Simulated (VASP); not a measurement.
# AlRu (NiAs type) (P6_3/mmc) in VASP: a series of runs

AlRu (NiAs type) is run at these levels: PBE; tasks: single point.

All numbers are computed with VASP 6.6.1; they aren't measurements. Logs are shortened: lines on timing, memory, paths and dates and some standing lists are left out, and cuts for length are marked.

## 1. The cell of the first run

Symmetry: P6_3/mmc, No. 194, hexagonal system. Conventional cell: a = 2.759 Å, b = 2.759 Å, c = 7.546 Å, α = 90.00°, β = 90.00°, γ = 120.00°. Within 3.3 Å of Ru (site symmetry -3m) lie 6 Al at 2.47 Å and 6 Ru at 2.76 Å. Within 3.3 Å of Al (site symmetry -6m2) lie 6 Ru at 2.47 Å and 6 Al at 2.76 Å.

## 2. Single point, PBE

The input, INCAR:

```
SYSTEM = AlRu
ALGO     = Normal         ! electronic algorithm
EDIFF    = 1E-7           ! SCF threshold, eV
ENCUT    = 520            ! plane-wave cutoff, eV
GGA      = PE             ! functional
ISIF     = 2              ! what is computed and relaxed
ISMEAR   = -1             ! smearing method
LASPH    = .TRUE.         ! aspherical terms in the spheres
LCHARG   = .FALSE.        ! write CHGCAR
LREAL    = .FALSE.        ! projectors in reciprocal space
LWAVE    = .FALSE.        ! write WAVECAR
NBANDS   = 25             ! bands
NELM     = 60             ! most SCF steps
PREC     = Accurate       ! precision mode
SIGMA    = 0.08           ! smearing width, eV
```

The input, KPOINTS:

```
k-points
0
G
  11 11 6
  0 0 0
```

The input, POSCAR:

```
AlRu
1.0
    2.7587812619      0.0000000000      0.0000000000
   -1.3793906310      2.3891746563      0.0000000000
    0.0000000000      0.0000000000      7.5455012550
Ru Al
2 2
Direct
    0.0000000000      0.0000000000      0.0000000000
    0.0000000000      0.0000000000      0.5000000000
    0.3333333333      0.6666666667      0.2500000000
    0.6666666667      0.3333333333      0.7500000000
```

Potentials or basis: VASP PAW PBE potentials, release 64 (Ru_pv, Al).

Run with:

```console
> cat potpaw_PBE.64/Ru_pv/POTCAR potpaw_PBE.64/Al/POTCAR > POTCAR
> mpirun -np 1 vasp_std > vasp.out
```

OUTCAR:

```text
SYSTEM = AlRu
   EDIFF = 1E-7
   ENCUT = 520
   GGA = PE
   ISIF = 2
   ISMEAR = -1
   LASPH = .TRUE.
   LREAL = .FALSE.
   NELM = 60
   PREC = Accurate

 ion  position               nearest neighbor table
   1  0.000  0.000  0.000-   3 2.47   4 2.47   4 2.47   3 2.47   4 2.47   3 2.47
   2  0.000  0.000  0.500-   3 2.47   4 2.47   4 2.47   3 2.47   4 2.47   3 2.47
   3  0.333  0.667  0.250-   1 2.47   2 2.47   1 2.47   2 2.47   1 2.47   2 2.47
   4  0.667  0.333  0.750-   1 2.47   2 2.47   1 2.47   2 2.47   1 2.47   2 2.47

  LATTYP: Found a hexagonal cell.
 ALAT       =     2.7587812619
 C/A-ratio  =     2.7350850026

  Lattice vectors:

 A1 = (   2.7587812619,   0.0000000000,   0.0000000000)
 A2 = (  -1.3793906310,   2.3891746563,   0.0000000000)
 A3 = (   0.0000000000,   0.0000000000,   7.5455012550)

Analysis of symmetry for initial positions (statically):
=====================================================================
 Subroutine PRICEL returns:
 Original cell was already a primitive cell.

 Routine SETGRP: Setting up the symmetry group for a
 hexagonal supercell.

 Subroutine GETGRP returns: Found 24 space group operations
 (whereof 12 operations were pure point group operations)
 out of a pool of 24 trial point group operations.

The static configuration has the point symmetry D_3d.
 The point group associated with its full space group is D_6h.

Analysis of symmetry for dynamics (positions and initial velocities):
=====================================================================
 Subroutine PRICEL returns:
 Original cell was already a primitive cell.

 Routine SETGRP: Setting up the symmetry group for a
 hexagonal supercell.

 Subroutine GETGRP returns: Found 24 space group operations
 (whereof 12 operations were pure point group operations)
 out of a pool of 24 trial point group operations.

The dynamic configuration has the point symmetry D_3d.
 The point group associated with its full space group is D_6h.

 Subroutine INISYM returns: Found 24 space group operations
 (whereof 12 operations are pure point group operations),
 and found     1 'primitive' translations

----------------------------------------------------------------------------------------

                                     Primitive cell

  volume of cell :      49.7340

  direct lattice vectors                    reciprocal lattice vectors
     2.758781262  0.000000000  0.000000000     0.362478901  0.209277291  0.000000000
    -1.379390631  2.389174656  0.000000000     0.000000000  0.418554582  0.000000000
     0.000000000  0.000000000  7.545501255     0.000000000  0.000000000  0.132529300

  length of vectors
     2.758781262  2.758781262  7.545501255     0.418554582  0.418554582  0.132529300

  position of ions in fractional coordinates (direct lattice)
     0.000000000  0.000000000  0.000000000
     0.000000000  0.000000000  0.500000000
     0.333333333  0.666666667  0.250000000
     0.666666667  0.333333333  0.750000000

  ion indices of the primitive-cell ions
   primitive index   ion index
                 1           1
                 2           2
                 3           3
                 4           4

----------------------------------------------------------------------------------------

 KPOINTS: k-points

Automatic generation of k-mesh.
 Grid dimensions read from file:
 generate k-points for:   11   11    6

 Generating k-lattice:

  Cartesian coordinates                     Fractional coordinates (reciprocal lattice)
     0.032952627  0.019025208  0.000000000     0.090909091  0.000000000  0.000000000
     0.000000000  0.038050417  0.000000000     0.000000000  0.090909091  0.000000000
     0.000000000  0.000000000  0.022088217     0.000000000  0.000000000  0.166666667

  Length of vectors
     0.038050417  0.038050417  0.022088217

  Shift w.r.t. Gamma in fractional coordinates (k-lattice)
     0.000000000  0.000000000  0.000000000

 Subroutine IBZKPT returns following result:
 ===========================================

 Found     64 irreducible k-points:

 Following reciprocal coordinates:
            Coordinates               Weight
  0.000000  0.000000  0.000000      1.000000
  0.090909  0.000000  0.000000      6.000000
  0.181818  0.000000  0.000000      6.000000
  0.272727  0.000000  0.000000      6.000000
  0.363636  0.000000  0.000000      6.000000
  0.454545  0.000000  0.000000      6.000000
[... 16 lines left out ...]
  0.090909  0.090909  0.166667     12.000000
  0.181818  0.090909  0.166667     24.000000
 [... further k-points ...]
   k-points           NKPTS =     64   k-points in BZ     NKDIM =     64   number of bands    NBANDS=     25
   number of dos      NEDOS =    301   number of ions     NIONS =      4
   total plane-waves  NPLWV =  32256
   dimension x,y,z NGX =    24 NGY =   24 NGZ =   56
   dimension x,y,z NGXF=    48 NGYF=   48 NGZF=  112
   ions per type =               2   2
   NGX,Y,Z   is equivalent  to a cutoff of  14.46, 14.46, 12.34 a.u.
   NGXF,Y,Z  is equivalent  to a cutoff of  28.93, 28.93, 24.68 a.u.
 SYSTEM =  AlRu
   PREC   = accura    normal or accurate (medium, high low for compatibility)
   ISTART =      0    job   : 0-new  1-cont  2-samecut
   ICHARG =      2    charge: 1-file 2-atom 10-const
   ISPIN  =      1    spin polarized calculation?
   LNONCOLLINEAR =      F non collinear calculations
   LSORBIT =      F    spin-orbit coupling
   LASPH  =      T    aspherical Exc in radial PAW
   ENCUT  =  520.0 eV  38.22 Ry    6.18 a.u.   5.13  5.13 14.03*2*pi/ulx,y,z
   NELM   =     60;   NELMIN=  2; NELMDL= -5     # of ELM steps
   EDIFF  = 0.1E-06   stopping-criterion for ELM
   LREAL  =      F    real-space projection
   EDIFFG = 0.1E-05   stopping-criterion for IOM
   NSW    =      0    number of steps for IOM
   IBRION =     -1    ionic relax: 0-MD 1-quasi-New 2-CG
   NFREE  =      0    steps in history (QN), initial steepest desc. (CG)
   ISIF   =      2    stress and relaxation
   ISYM   =      2    0-nonsym 1-usesym 2-fastsym
   POTIM  = 0.5000    time-step for ionic-motion
   TEBEG  =    0.0;   TEEND  =   0.0 temperature during run
   PSTRESS=    0.0 pullay stress
   NELECT =      34.0000    total number of electrons
   NUPDOWN=      -1.0000    fix difference up-down
   EMIN   =  10.00;   EMAX   =-10.00  energy-range for DOS
   EFERMI =   0.00;   METHOD = LEGACY
   ISMEAR =    -1;   SIGMA  =   0.08  broadening in eV -4-tet -1-fermi 0-gaus
   EFERMI_NEDOS =   21; number of points for ismear=-14 and -15
   IALGO  =     38    algorithm
   IMIX   =      4    mixing-type and parameters
     AMIX     =   0.40;   BMIX     =  1.00
     AMIX_MAG =   1.60;   BMIX_MAG =  1.00
  volume/ion in A,a.u.               =      12.43        83.91
  Fermi-wavevector in a.u.,A,eV,Ry     =   1.442171  2.725308 28.298170  2.079857
  Thomas-Fermi vector in A             =   2.560721
   LORBIT       =      0    0 simple, 1 ext, 2 COOP (PROOUT), +10 PAW based schemes
   GGA     = PE    functional components
[... 5 lines left out ...]
 non-spin polarized calculation
  energy-cutoff  :      520.00
  volume of cell :       49.73
 maximum number of plane-waves:      1350
 NGX is ok and might be reduce to    24

 number of electron      34.0000009 magnetization

 Free energy of the ion-electron system (eV)
  ---------------------------------------------------
  ext. energy  EPLUGINS =         0.00000000
  ---------------------------------------------------
  free energy    TOTEN  =       -27.24117134 eV

  energy without entropy =      -27.19844775  energy(sigma->0) =      -27.21980955

 E-fermi :  12.0991     XC(G=0): -12.9357

 val. band max:       12.0905035154   @ k =   0.0909   0.0000   0.1667
 cond. band min:      12.1039469911   @ k =   0.0909   0.0909   0.3333
 fundamental gap:      0.0134434758
 Fermi energy:        12.0991312659

 k-point     1 :       0.0000    0.0000    0.0000
  band No.  band energies     occupation
      1     -30.1361      2.00000
      2     -30.1109      2.00000
      3     -29.9042      2.00000
      4     -29.9042      2.00000
      5     -29.9036      2.00000
      6     -29.9036      2.00000
[... 17 lines left out ...]
     24      23.7221      0.00000
     25      24.8817      0.00000

 k-point     2 :       0.0909    0.0000    0.0000
  band No.  band energies     occupation
      1     -30.1276      2.00000
      2     -30.1031      2.00000
      3     -29.9567      2.00000
      4     -29.9558      2.00000
      5     -29.9164      2.00000
      6     -29.9158      2.00000
[... 17 lines left out ...]
     24      23.7225      0.00000
     25      24.1691      0.00000

 k-point     3 :       0.1818    0.0000    0.0000
  band No.  band energies     occupation
      1     -30.1049      2.00000
      2     -30.0961      2.00000
      3     -30.0946      2.00000
      4     -30.0823      2.00000
      5     -29.9491      2.00000
      6     -29.9486      2.00000
[... 17 lines left out ...]
     24      22.7186      0.00000
     25      23.2295      0.00000

 k-point     4 :       0.2727    0.0000    0.0000
  band No.  band energies     occupation
      1     -30.2755      2.00000
      2     -30.2732      2.00000
      3     -30.0750      2.00000
      4     -30.0549      2.00000
      5     -29.9917      2.00000
      6     -29.9913      2.00000
[... 17 lines left out ...]
     24      21.5420      0.00000
     25      23.1573      0.00000

 k-point     5 :       0.3636    0.0000    0.0000
  band No.  band energies     occupation
      1     -30.4372      2.00000
      2     -30.4342      2.00000
      3     -30.0474      2.00000
      4     -30.0306      2.00000
      5     -30.0302      2.00000
      6     -30.0296      2.00000
[... 17 lines left out ...]
     24      20.5787      0.00000
     25      21.4158      0.00000

 k-point     6 :       0.4545    0.0000    0.0000
  band No.  band energies     occupation
      1     -30.5320      2.00000
      2     -30.5287      2.00000
      3     -30.0536      2.00000
      4     -30.0532      2.00000
      5     -30.0310      2.00000
      6     -30.0146      2.00000
[... 17 lines left out ...]
     24      19.5210      0.00000
     25      19.9580      0.00000
[... 393 lines left out ...]
 k-point    21 :       0.3636    0.0000    0.1667
  band No.  band energies     occupation
      1     -30.4370      2.00000
      2     -30.4344      2.00000
      3     -30.0462      2.00000
      4     -30.0308      2.00000
      5     -30.0306      2.00000
      6     -30.0302      2.00000
[... 17 lines left out ...]
     24      20.7241      0.00000
     25      21.4829      0.00000

 k-point    22 :       0.4545    0.0000    0.1667
  band No.  band energies     occupation
      1     -30.5318      2.00000
      2     -30.5289      2.00000
      3     -30.0536      2.00000
      4     -30.0533      2.00000
      5     -30.0299      2.00000
      6     -30.0157      2.00000
[... 17 lines left out ...]
     24      19.5737      0.00000
     25      20.1091      0.00000

 k-point    23 :       0.0909    0.0909    0.1667
  band No.  band energies     occupation
      1     -30.1105      2.00000
      2     -30.0904      2.00000
      3     -30.0493      2.00000
      4     -30.0482      2.00000
      5     -29.9421      2.00000
      6     -29.9416      2.00000
[... 17 lines left out ...]
     24      23.0004      0.00000
     25      23.1452      0.00000

 k-point    24 :       0.1818    0.0909    0.1667
  band No.  band energies     occupation
      1     -30.2006      2.00000
      2     -30.1989      2.00000
      3     -30.0843      2.00000
      4     -30.0661      2.00000
      5     -29.9878      2.00000
      6     -29.9873      2.00000
[... 17 lines left out ...]
     24      21.5196      0.00000
     25      22.4460      0.00000

 [... further k-points ...]
[... 5 lines left out ...]
  --------------------------------------------------------------------------------------
  -------------------------------------------------------------------------------------
  Total        9.9910409      9.9910409      9.9919609     -0.0000000     -0.0000000      0.0000000
  in kB      321.8607784    321.8607784    321.8904154     -0.0000000     -0.0000000      0.0000000
  external PRESSURE =     321.8706574 kB  Pullay stress =       0.0000000 kB

 VOLUME and BASIS-vectors are now :
 -----------------------------------------------------------------------------
  energy-cutoff  :      520.00
  volume of cell :       49.73
      direct lattice vectors                 reciprocal lattice vectors
     2.758781262  0.000000000  0.000000000     0.362478901  0.209277291  0.000000000
    -1.379390631  2.389174656  0.000000000     0.000000000  0.418554582  0.000000000
     0.000000000  0.000000000  7.545501255     0.000000000  0.000000000  0.132529300

 POSITION                                       TOTAL-FORCE (eV/Angst)
 -----------------------------------------------------------------------------------
      0.00000      0.00000      0.00000        -0.000000      0.000000      0.000000
      0.00000      0.00000      3.77275        -0.000000      0.000000      0.000000
     -0.00000      1.59278      1.88638        -0.000000      0.000000      0.000000
      1.37939      0.79639      5.65913         0.000000     -0.000000     -0.000000
 -----------------------------------------------------------------------------------
    total drift:                               -0.000000      0.000000      0.000000

  FREE ENERGIE OF THE ION-ELECTRON SYSTEM (eV)
  ---------------------------------------------------
  free  energy   TOTEN  =       -27.2411713392 eV

  energy  without entropy=      -27.1984477540  energy(sigma->0) =      -27.21980955
```

Wall time 97 s (1 thread of AMD EPYC 7R43 (Zen 3), shared host); peak memory 0.19 GiB.

Results:

| Quantity | Value |
| --- | --- |
| Free energy | -27.2412 eV |
| Pressure | 32.2 GPa |
| Band gap on the k mesh | zero (band 17 reaches 14.45 eV, above the bottom of band 18 at 11.54 eV) |

## 3. Single point, PBE

The input, INCAR:

```
ALGO = Normal
EDIFF = 1E-6
ENCUT = 520
GGA = PE
ISIF = 2
ISMEAR = -1
LASPH = T
LCHARG = T
LELF = T
LREAL = F
LVHAR = T
LWAVE = F
NBANDS = 25
NELM = 100
PREC = Accurate
SIGMA = 0.08
```

The input, KPOINTS:

```
k-points
0
Gamma
  11 11 6
```

POSCAR is that of step 2.

Potentials or basis: VASP PAW PBE potentials, release 64 (Ru_pv, Al).

Run with:

```console
> cat potpaw_PBE.64/Ru_pv/POTCAR potpaw_PBE.64/Al/POTCAR > POTCAR
> mpirun -np 1 vasp_std > vasp.out
```

It took 96 s on 1 thread of AMD EPYC 7R43 (Zen 3), shared host; peak memory 0.19 GiB.

The run converged. Its results:

```yaml
Free_energy: -27.2412 eV
Pressure: 32.2 GPa
Band_gap_on_the_k_mesh: zero (band 17 reaches 14.45 eV, above the bottom of band 18 at 11.54 eV)
```

Levels at points of the mesh, in eV from the Fermi level:
| k point | band 14 | band 15 | band 16 | band 17 | band 18 | band 19 | band 20 | band 21 |
| --- | --- | --- | --- | --- | --- | --- | --- | --- |
| (0.00, 0.00, 0.00) | -1.96 | -1.96 | -0.24 | -0.24 | -0.02 | 0.09 | 0.09 | 7.27 |
| (0.00, 0.00, 0.50) | -1.98 | -1.46 | -1.46 | -0.08 | -0.08 | -0.08 | -0.08 | 8.84 |

## 4. Single point, PBE

This run uses another cell than the first one, of 13.28 Å³/atom, 1.068 times its volume.

The input, INCAR:

```
SYSTEM = AlRu
  ALGO = Normal
  EDIFF = 1E-6
  ENCUT = 520
  GGA = PE
  ISIF = 2
  ISMEAR = -1
  LASPH = .True.
  LCHARG = .False.
  LREAL = .False.
  LWAVE = .False.
  NBANDS = 25
  NELM = 60
  PREC = Accurate
  SIGMA = 0.08
```

The input, KPOINTS:

```
k-points
0
Gamma
  11 11 6
  0 0 0
```

The input, POSCAR:

```
AlRu
1.0
    2.8265514426      0.0000000000      0.0000000000
   -1.4132757213      2.4478653544      0.0000000000
    0.0000000000      0.0000000000      7.6781046008
Ru Al
2 2
Direct
    0.0000000000      0.0000000000      0.0000000000
    0.0000000000      0.0000000000      0.5000000000
    0.3333333333      0.6666666667      0.2500000000
    0.6666666667      0.3333333333      0.7500000000
```

Run with:

```console
> cat potpaw_PBE.64/Ru_pv/POTCAR potpaw_PBE.64/Al/POTCAR > POTCAR
> mpirun -np 1 vasp_std > vasp.out
```

It took 99 s on 1 thread of AMD EPYC 7R43 (Zen 3), shared host; peak memory 0.18 GiB.

The run converged. Its results:

```
Free energy            : -27.7140 eV
Pressure               : 13.4 GPa
Band gap on the k mesh : zero (band 17 reaches 13.31 eV, above the bottom of band 18 at 10.55 eV)
```

Levels at points of the mesh, in eV from the Fermi level:
| k point | band 14 | band 15 | band 16 | band 17 | band 18 | band 19 | band 20 | band 21 |
| --- | --- | --- | --- | --- | --- | --- | --- | --- |
| (0.00, 0.00, 0.00) | -1.78 | -1.78 | -0.25 | -0.25 | 0.04 | 0.06 | 0.06 | 6.92 |
| (0.00, 0.00, 0.50) | -1.80 | -1.32 | -1.32 | -0.10 | -0.10 | -0.10 | -0.10 | 8.65 |
